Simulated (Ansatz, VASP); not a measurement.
**Sc: VASP beside Ansatz**

```
Sc
1.0
     0.00000    2.37248    2.37248
     2.37248    0.00000    2.37248
     2.37248    2.37248    0.00000
Sc
1
Direct
  0.00000 0.00000 0.00000
```

Change from the starting cell: volume scaled by 1.06, crystal datasets.

Alike in both runs: task electric field gradients; functional LDA; k mesh 13 × 13 × 13; occupations fermi-dirac, width 0.08 eV; no spin polarisation.

```csv
,VASP,Ansatz
version,VASP 6.6.1,Ansatz 0.2.0
potentials or method,"VASP PAW LDA potentials, release 64 (Sc_sv), cutoff 520 eV","all-electron PAW with datasets made for the crystal, scalar-relativistic"
```

|  | VASP | Ansatz | Ansatz less VASP |
| --- | --- | --- | --- |
| pressure (GPa) | -7.6 | -7.6 | -0.01 |

LDA's correlation is that of Perdew and Zunger in VASP and of Perdew and Wang (1992) in Ansatz. Ansatz ran all-electron here, and VASP with PAW potentials.
